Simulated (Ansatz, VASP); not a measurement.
One calculation of CdO, two programs

Contents of INCAR:

```
SYSTEM = CdO
ALGO     = Normal         ! electronic algorithm
EDIFF    = 1E-6           ! SCF threshold, eV
ENCUT    = 600            ! plane-wave cutoff, eV
GGA_COMPAT= .False.      
ISIF     = 2              ! what is computed and relaxed
ISMEAR   = 0              ! smearing method
LASPH    = .True.         ! aspherical terms in the spheres
LCHARG   = .False.        ! write CHGCAR
LREAL    = .False.        ! projectors in reciprocal space
LWAVE    = .False.        ! write WAVECAR
NBANDS   = 16             ! bands
NELM     = 120            ! most SCF steps
PREC     = Accurate       ! precision mode
SIGMA    = 0.05           ! smearing width, eV
```

Contents of KPOINTS:

```
k-points
0
Gamma
  8 8 8
  0 0 0
```

File POSCAR:

```
CdO
1.0
    0.0000000000      2.3013978291      2.3013978291
    2.3013978291      0.0000000000      2.3013978291
    2.3013978291      2.3013978291      0.0000000000
Cd O
1 1
Direct
    0.0000000000      0.0000000000      0.0000000000
    0.5000000000      0.5000000000      0.5000000000
```

Input for Ansatz:

```yaml
crystal:
  lattice:
    - [0.0, 2.3013978291, 2.3013978291]
    - [2.3013978291, 0.0, 2.3013978291]
    - [2.3013978291, 2.3013978291, 0.0]
  atoms:
    - { symbol: Cd, position: [0.0, 0.0, 0.0] }
    - { symbol: O, position: [0.5, 0.5, 0.5] }
basis:
  ecutwfc: 420
  ecutrho_ratio: 4
kpoints:
  mp_grid: { grid: [8, 8, 8] }
hamiltonian:
  xc: lda
scf:
  occupations: { method: gaussian, width: 0.05 }
output:
  forces: true
  stress: true
  eigenvalues: true
```

Alike in both runs: task single point; functional LDA; k mesh 8 × 8 × 8; occupations gaussian, width 0.05 eV; no spin polarisation.

```csv
,VASP,Ansatz
version,VASP 6.6.1,Ansatz 0.2.0
potentials or method,"VASP PAW LDA potentials, release 64 (Cd, O), cutoff 600 eV","scalar-relativistic, plane waves, PAW"
valence electrons in the cell,18,26
```

|  | VASP | Ansatz | Ansatz less VASP |
| --- | --- | --- | --- |
| gap on the k mesh at the Fermi level (eV) | none | none | - |
| pressure (GPa) | 5.7 | 3.5 | -2.16 |

LDA's correlation is that of Perdew and Zunger in VASP and of Perdew and Wang (1992) in Ansatz. A gap of «none» marks a metal or a gap that the smearing closes. VASP's potentials hold 18 valence electrons a cell and Ansatz's 26, so a difference there can come from the potentials and not from the codes.
